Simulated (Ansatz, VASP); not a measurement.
SiC in VASP and in Ansatz

The input INCAR:

```
SYSTEM = SiC
ALGO = Normal
EDIFF = 1E-7
EDIFFG = -0.005
ENCUT = 600
GGA = PS
IBRION = 2
ISIF = 3
ISMEAR = -1
LASPH = .True.
LCHARG = .False.
LREAL = .False.
LWAVE = .False.
NELM = 60
NSW = 80
PREC = Accurate
SIGMA = 0.1
```

File KPOINTS:

```
k-points
0
Gamma
  12 12 4
  0 0 0
```

File POSCAR:

```
SiC
1.0
    3.0760000000      0.0000000000      0.0000000000
   -1.5380000000      2.6638941400      0.0000000000
    0.0000000000      0.0000000000      5.0480000000
Si C
2 2
Direct
    0.3333333340      0.6666666679      0.0000000000
    0.6666666660      0.3333333321      0.5000000000
    0.3333333340      0.6666666679      0.3850000000
    0.6666666660      0.3333333321      0.8850000000
```

Input for Ansatz:

```yaml
crystal:
  lattice:
    - [3.076, 0.0, 0.0]
    - [-1.538, 2.66389414, 0.0]
    - [0.0, 0.0, 5.048]
  atoms:
    - { symbol: Si, position: [0.3333333339589838, 0.6666666679179676, 0.0] }
    - { symbol: Si, position: [0.6666666660410162, 0.33333333208203236, 0.5] }
    - { symbol: C, position: [0.3333333339589838, 0.6666666679179676, 0.385] }
    - { symbol: C, position: [0.6666666660410162, 0.33333333208203236, 0.885] }
basis:
  ecutwfc: 470.0
kpoints:
  mp_grid:
    grid: [12, 12, 4]
hamiltonian:
  xc: pbesol
  dispersion: none
scf:
  occupations:
    method: fermi_dirac
relax:
  f_tol: 0.005
  cell: {}
```

Alike in both runs: task relaxation of cell and atoms; functional PBEsol; k mesh 12 × 12 × 4; no spin polarisation.

|  | VASP | Ansatz |
| --- | --- | --- |
| version | VASP 6.6.1 | Ansatz 0.2.0 |
| potentials or method | VASP PAW PBE potentials, release 64 (Si, C), cutoff 600 eV | plane waves, PAW |
| occupations | fermi-dirac, width 0.1 eV | fermi-dirac |
| valence electrons in the cell | 16 | 16 |

```tsv
	VASP	Ansatz	Ansatz less VASP
relaxed volume (Å³/atom)	10.35	10.34	-0.011
relaxed cell length with the largest relative difference (Å)	5.049	5.047	-0.0018
```

VASP's potentials were made for PBE, not for PBEsol.
